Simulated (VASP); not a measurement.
# W (C2/m) in VASP: notebook

Runs on W. Level: PBEsol. Tasks: single point.

Program: VASP 6.6.1. These are calculated values, not measurements. Logs are shortened: lines on timing, memory, paths and dates and some standing lists are left out, and cuts for length are marked.

## Step 1: The cell of the first run

Symmetry: C2/m, No. 12, monoclinic system. The conventional cell has a = 3.648 Å, b = 3.998 Å, c = 2.266 Å, α = 90.00°, β = 121.96°, γ = 90.00°. W (site symmetry 2/m) has 12 W at 2.27 to 3.11 Å within 3.2 Å.

## Step 2: Single point, PBEsol (engineering shear strain xz -0.3000, normal strain along z -0.1000)

INCAR

```
SYSTEM = W
PREC     = Accurate       ! precision mode
ENCUT    = 500            ! plane-wave cutoff, eV
EDIFF    = 1E-6           ! SCF threshold, eV
ISMEAR   = 0              ! smearing method
SIGMA    = 0.15           ! smearing width, eV
LREAL    = .False.        ! projectors in reciprocal space
LASPH    = .True.         ! aspherical terms in the spheres
NELM     = 120            ! most SCF steps
ALGO     = Normal         ! electronic algorithm
ISIF     = 2              ! what is computed and relaxed
LWAVE    = .False.        ! write WAVECAR
LCHARG   = .False.        ! write CHGCAR
GGA      = PS             ! functional
NBANDS   = 13             ! bands
GGA_COMPAT= .False.
```

KPOINTS

```
Automatic mesh
0
Gamma
  20 20 20
  0 0 0
```

POSCAR

```
W
1.0
   -0.2998690383      1.9991269217      1.7992142295
    1.6992578834      0.0000000000      1.4993451913
    1.9991269217      1.9991269217     -0.2998690383
W
1
Direct
    0.0000000000      0.0000000000      0.0000000000
```

Potentials or basis: VASP PAW PBE potentials, release 64 (W_sv).

The run is started by

```sh
$ cat potpaw_PBE.64/W_sv/POTCAR > POTCAR
$ mpirun -np 1 vasp_std > vasp.out
```

OUTCAR:

```text
SYSTEM = W
   PREC = Accurate
   ENCUT = 500
   EDIFF = 1E-6
   ISMEAR = 0
   LREAL = .False.
   LASPH = .True.
   NELM = 120
   ISIF = 2
   GGA = PS

 ion  position               nearest neighbor table
   1  0.000  0.000  0.000-

  LATTYP: Found a base centered monoclinic cell.
 ALAT       =     3.6480642998
 B/A-ratio  =     1.0959932487
 C/A-ratio  =     0.6211971393
 COS(beta)  =    -0.5293469786

  Lattice vectors:

 A1 = (   0.2998690383,  -1.9991269217,  -1.7992142295)
 A2 = (   0.2998690383,   1.9991269217,  -1.7992142296)
 A3 = (   1.6992578834,   0.0000000000,   1.4993451913)

Analysis of symmetry for initial positions (statically):
=====================================================================
 Subroutine PRICEL returns:
 Original cell was already a primitive cell.

 Routine SETGRP: Setting up the symmetry group for a
 base centered monoclinic supercell.

 Subroutine GETGRP returns: Found  4 space group operations
 (whereof  4 operations were pure point group operations)
 out of a pool of  4 trial point group operations.

The static configuration has the point symmetry C_2h.

Analysis of symmetry for dynamics (positions and initial velocities):
=====================================================================
 Subroutine PRICEL returns:
 Original cell was already a primitive cell.

 Routine SETGRP: Setting up the symmetry group for a
 base centered monoclinic supercell.

 Subroutine GETGRP returns: Found  4 space group operations
 (whereof  4 operations were pure point group operations)
 out of a pool of  4 trial point group operations.

The dynamic configuration has the point symmetry C_2h.

 Subroutine INISYM returns: Found  4 space group operations
 (whereof  4 operations are pure point group operations),
 and found     1 'primitive' translations

----------------------------------------------------------------------------------------

                                     Primitive cell

  volume of cell :      14.0216

  direct lattice vectors                    reciprocal lattice vectors
    -0.299869038  1.999126922  1.799214229    -0.213768532  0.250109182  0.242271003
     1.699257883  0.000000000  1.499345191     0.299275945 -0.250109182  0.327778416
     1.999126922  1.999126922 -0.299869038     0.213768532  0.250109182 -0.242271003

  length of vectors
     2.706215389  2.266167107  2.843050886     0.408591272  0.509469709  0.408591272
[... 85 lines left out ...]
   ISIF   =      2    stress and relaxation
   ISYM   =      2    0-nonsym 1-usesym 2-fastsym
   POTIM  = 0.5000    time-step for ionic-motion
   TEBEG  =    0.0;   TEEND  =   0.0 temperature during run
   PSTRESS=    0.0 pullay stress
   NELECT =      14.0000    total number of electrons
   NUPDOWN=      -1.0000    fix difference up-down
   EMIN   =  10.00;   EMAX   =-10.00  energy-range for DOS
   EFERMI =   0.00;   METHOD = LEGACY
   ISMEAR =     0;   SIGMA  =   0.15  broadening in eV -4-tet -1-fermi 0-gaus
   EFERMI_NEDOS =   21; number of points for ismear=-14 and -15
   IALGO  =     38    algorithm
   IMIX   =      4    mixing-type and parameters
     AMIX     =   0.40;   BMIX     =  1.00
     AMIX_MAG =   1.60;   BMIX_MAG =  1.00
  volume/ion in A,a.u.               =      14.02        94.62
  Fermi-wavevector in a.u.,A,eV,Ry     =   1.636257  3.092077 36.427367  2.677336
  Thomas-Fermi vector in A             =   2.727593
   LORBIT       =      0    0 simple, 1 ext, 2 COOP (PROOUT), +10 PAW based schemes
   GGA     = PS    functional components
   LHFCALC =     F    Hartree Fock is set to
   AEXX    =    0.0000 exact exchange contribution
   IVDW    =     0    specifies the selected vdW correction
   LEPSILON=     F    determine dielectric tensor
   LRPA    =     F    only Hartree local field effects (RPA)
 non-spin polarized calculation
 Gauss-broadening in eV      SIGMA  =   0.15
  energy-cutoff  :      500.00
  volume of cell :       14.02
 maximum number of plane-waves:       368
   NGX =  9   NGY =  9   NGZ = 11

 number of electron      14.0000002 magnetization

 Free energy of the ion-electron system (eV)
  ---------------------------------------------------
  ext. energy  EPLUGINS =         0.00000000
  ---------------------------------------------------
  free energy    TOTEN  =       -12.29312799 eV

  energy without entropy =      -12.28607475  energy(sigma->0) =      -12.28960137

 E-fermi :  13.2039     XC(G=0): -14.3771

 val. band max:       13.2002852686   @ k =   0.5000  -0.0000   0.3500
 cond. band min:      13.2039573608   @ k =  -0.4500  -0.0500   0.3500
 fundamental gap:      0.0036720922
 Fermi energy:        13.2039438472

 k-point     1 :       0.0000    0.0000    0.0000
  band No.  band energies     occupation
      1     -61.0225      2.00000
      2     -24.7108      2.00000
      3     -24.4821      2.00000
      4     -23.0271      2.00000
      5       2.9756      2.00000
      6       9.0145      2.00000
      7       9.0386      2.00000
      8      15.6022      0.00000
      9      16.6308      0.00000
     10      17.9604      0.00000
     11      25.3483      0.00000
     12      29.1457      0.00000
     13      31.6527      0.00000
[... 354 lines left out ...]
  band No.  band energies     occupation
      1     -60.8953      2.00000
      2     -25.9723      2.00000
      3     -24.5807      2.00000
      4     -23.2700      2.00000
      5       6.1736      2.00000
      6       8.9419      2.00000
      7      11.3760      2.00000
      8      15.6688      0.00000
      9      16.1258      0.00000
     10      20.0935      0.00000
     11      23.7063      0.00000
     12      28.1796      0.00000
     13      32.4032      0.00000

 [... further k-points ...]

------------------------ aborting loop because EDIFF is reached ----------------------------------------

  FORCE on cell =-STRESS in cart. coord.  units (eV):
  Direction    XX          YY          ZZ          XY          YZ          ZX
  --------------------------------------------------------------------------------------
  -------------------------------------------------------------------------------------
  Total        8.7376587      4.3279580      7.3344418      0.0000000     -0.0000000      7.3310445
  in kB      998.4065792    494.5331342    838.0683246      0.0000000     -0.0000000    837.6801301
  external PRESSURE =     777.0026794 kB  Pullay stress =       0.0000000 kB

 VOLUME and BASIS-vectors are now :
 -----------------------------------------------------------------------------
  energy-cutoff  :      500.00
  volume of cell :       14.02
      direct lattice vectors                 reciprocal lattice vectors
    -0.299869038  1.999126922  1.799214229    -0.213768532  0.250109182  0.242271003
     1.699257883  0.000000000  1.499345191     0.299275945 -0.250109182  0.327778416
     1.999126922  1.999126922 -0.299869038     0.213768532  0.250109182 -0.242271003

 POSITION                                       TOTAL-FORCE (eV/Angst)
 -----------------------------------------------------------------------------------
      0.00000      0.00000      0.00000        -0.000000     -0.000000      0.000000
 -----------------------------------------------------------------------------------
    total drift:                                0.000000     -0.000000     -0.000000

  FREE ENERGIE OF THE ION-ELECTRON SYSTEM (eV)
  ---------------------------------------------------
  free  energy   TOTEN  =       -12.2931279915 eV

  energy  without entropy=      -12.2860747456  energy(sigma->0) =      -12.28960137
```

stdout:

```text
POSCAR found type information on POSCAR W
 POSCAR found :  1 types and       1 ions
 scaLAPACK will be used
 -----------------------------------------------------------------------------
|                                                                             |
|                                                                             |
|     You enforced a specific xc type in the INCAR file but a different       |
|     I HOPE YOU KNOW WHAT YOU ARE DOING!                                     |
|                                                                             |
 -----------------------------------------------------------------------------

 LDA part: xc-table for (Slater+PW92), standard interpolation
 POSCAR, INCAR and KPOINTS ok, starting setup
 FFT: planning ... GRIDC
 FFT: planning ... GRID_SOFT
 FFT: planning ... GRID
 WAVECAR not read
 entering main loop
```

Run time: 2.8 min. Hardware: 1 thread of AMD EPYC 9R45 (Zen 5), shared host; peak memory 0.39 GiB.

What came out:

```
Free energy            : -12.2931 eV
Pressure               : 77.7 GPa
Band gap on the k mesh : zero (bands 7 and 8 overlap by 4.77 eV)
```

Caveat: the cell differs from its parent crystal (engineering shear strain xz -0.3000, normal strain along z -0.1000); the stress differs along the axes, from 49 to 100 GPa; the PAW data sets were made with another functional, which shifts forces and pressure a little; spin-orbit coupling is left out, which moves the levels of the heavy elements.

## Step 3: Single point, PBEsol (engineering shear strain xz -0.2000, normal strain along z -0.1000)

INCAR

```
PREC = Accurate ; ENCUT = 500
EDIFF = 1E-6 ; ISMEAR = 0
SIGMA = 0.15 ; LREAL = F
LASPH = T ; NELM = 120
ALGO = Normal ; ISIF = 2
LWAVE = F ; LCHARG = F
GGA = PS ; NBANDS = 13
GGA_COMPAT = F
```

KPOINTS

```
regular mesh
0
Gamma
  20 20 20
```

POSCAR

```
W
1.0
   -0.1999126922      1.9991269217      1.7992142295
    1.7992142295      0.0000000000      1.5993015374
    1.9991269217      1.9991269217     -0.1999126922
W
1
Direct
    0.0000000000      0.0000000000      0.0000000000
```

Potentials or basis: VASP PAW PBE potentials, release 64 (W_sv).

The run is started by

```sh
$ cat potpaw_PBE.64/W_sv/POTCAR > POTCAR
$ mpirun -np 1 vasp_std > vasp.out
```

Run time: 2.7 min. Hardware: 1 thread of AMD EPYC 9R45 (Zen 5), shared host; peak memory 0.4 GiB.

The run converged. Its results:

```yaml
Free_energy: -12.9563 eV
Pressure: 54.9 GPa
Band_gap_on_the_k_mesh: zero (bands 7 and 8 overlap by 4.94 eV)
```

Stress tensor (GPa, compression positive):
```
66.15  0.00 39.20
 0.00 48.79  0.00
39.20  0.00 49.65
```

Levels at points of the mesh, in eV from the Fermi level:
```
           k point  band 4  band 5  band 6  band 7  band 8  band 9  band 10  band 11
(0.00, 0.00, 0.00)  -36.66  -10.10   -3.10   -2.90    1.93    2.13     4.01    12.49
(0.50, 0.00, 0.00)  -36.80   -6.98   -3.51   -0.32    1.79    3.81     6.40    10.93
(0.00, 0.50, 0.00)  -37.50   -6.86   -3.27   -0.45    2.16    4.01     6.74    11.66
(0.50, 0.50, 0.00)  -38.03   -7.01   -6.33    3.81    5.33    6.14     7.82    11.52
(0.50, 0.00, 0.50)  -37.00   -7.06   -5.96    2.77    5.85    5.87     7.36     9.98
(0.00, 0.50, 0.50)  -37.62   -6.99   -5.75    3.04    4.81    4.91     6.58    12.03
```

Caveat: the cell differs from its parent crystal (engineering shear strain xz -0.2000, normal strain along z -0.1000); the stress differs along the axes, from 49 to 66 GPa; the PAW data sets were made with another functional, which shifts forces and pressure a little; spin-orbit coupling is left out, which moves the levels of the heavy elements.
